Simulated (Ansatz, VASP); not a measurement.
# Sc4Ta in VASP and in Ansatz

```xyz
5
Lattice="-3.2533 3.2533 3.2533 3.2533 -3.2533 3.2533 3.2533 3.2533 -3.2533" Properties=species:S:1:pos:R:3 pbc="T T T"
Sc    1.6266    1.6266   -1.6266
Sc    1.6266   -1.6266    1.6266
Sc   -1.6266    1.6266    1.6266
Sc    1.6266    1.6266    1.6266
Ta    0.0000    0.0000    0.0000
```

Change from the starting cell: species swapped into the CrGa4 type (Im-3m, No. 229).

Alike in both runs: task relaxation of cell and atoms; functional PBE; k mesh 8 × 8 × 8; occupations gaussian, width 0.1 eV; no spin polarisation.

|  | VASP | Ansatz |
| --- | --- | --- |
| version | VASP 6.6.1 | Ansatz 0.2.0 |
| potentials or method | VASP PAW PBE potentials, release 64 (Sc_sv, Ta_pv), cutoff 600 eV | scalar-relativistic, plane waves, PAW |
| valence electrons in the cell | 55 | 57 |

```tsv
	VASP	Ansatz	Ansatz less VASP
gap on the k mesh at the Fermi level, each at its own relaxed structure (eV)	none	none	-
relaxed volume (Å³/atom)	27.49	27.45	-0.038
relaxed cell length with the largest relative difference (Å)	5.631	5.629	-0.0026
```

A gap of «none» marks a metal or a gap that the smearing closes. VASP's potentials hold 55 valence electrons a cell and Ansatz's 57, so a difference there can come from the potentials and not from the codes.

Spin-orbit coupling is off throughout.
